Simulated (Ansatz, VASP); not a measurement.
Two plane-wave programs on Si3Sn4

Contents of INCAR:

```
SYSTEM = Si3Sn4
PREC = Accurate ; ENCUT = 600
EDIFF = 1E-6 ; ISMEAR = 0
SIGMA = 0.2 ; LREAL = .False.
LASPH = .True. ; NELM = 100
ALGO = Normal ; ISIF = 3
LWAVE = .False. ; LCHARG = .False.
GGA = PE ; IBRION = 2
NSW = 36 ; EDIFFG = -0.08
```

The input KPOINTS:

```
regular mesh
0
Gamma
  3 3 3
  0 0 0
```

File POSCAR:

```
Si3Sn4
1.0
    5.8788190000      0.0000000000      0.0000000000
    0.0000000000      5.8788190000      0.0000000000
    0.0000000000      0.0000000000      5.8788190000
Si Sn
3 4
Direct
    0.0000000000      0.5000000000      0.0000000000
    0.5000000000      0.0000000000      0.0000000000
    0.0000000000      0.0000000000      0.5000000000
    0.7500000000      0.7500000000      0.2500000000
    0.7500000000      0.2500000000      0.7500000000
    0.2500000000      0.7500000000      0.7500000000
    0.2500000000      0.2500000000      0.2500000000
```

Input for Ansatz:

```yaml
crystal:
  lattice:
    - [5.878819, 0.0, 0.0]
    - [0.0, 5.878819, 0.0]
    - [0.0, 0.0, 5.878819]
  atoms:
    - { symbol: Si, position: [0.0, 0.5, 0.0] }
    - { symbol: Si, position: [0.5, 0.0, 0.0] }
    - { symbol: Si, position: [0.0, 0.0, 0.5] }
    - { symbol: Sn, position: [0.75, 0.75, 0.25] }
    - { symbol: Sn, position: [0.75, 0.25, 0.75] }
    - { symbol: Sn, position: [0.25, 0.75, 0.75] }
    - { symbol: Sn, position: [0.25, 0.25, 0.25] }
basis:
  ecutwfc: 420
kpoints:
  mp_grid: { grid: [3, 3, 3] }
hamiltonian:
  xc: pbe
scf:
  occupations: { method: gaussian, width: 0.2 }
  lower_state_search: "off"
output:
  forces: true
  stress: true
  eigenvalues: true
relax:
  adjacent_minimum: "off"
  f_tol: 0.08
  max_steps: 16
  cell: { stress_tol: 0.8 }
```

Alike in both runs: task relaxation of cell and atoms; functional PBE; k mesh 3 × 3 × 3; occupations gaussian, width 0.2 eV; no spin polarisation.

```csv
,VASP,Ansatz
version,VASP 6.6.1,Ansatz 0.2.0
potentials or method,"VASP PAW PBE potentials, release 64 (Si, Sn_d), cutoff 600 eV","scalar-relativistic, plane waves, PAW"
valence electrons in the cell,68,68
```

Ansatz gave:

| Property | Result |
| --- | --- |
| gap on the k mesh at the Fermi level, each at its own relaxed structure (eV) | none |
| relaxed volume (Å³/atom) | 30.02 |
| relaxed cell length with the largest relative difference (Å) | 5.945 |

Estimate VASP's values.

gap on the k mesh at the Fermi level, each at its own relaxed structure (eV): none; relaxed volume (Å³/atom): 29.92; relaxed cell length with the largest relative difference (Å): 5.938.

A gap of «none» marks a metal or a gap that the smearing closes.
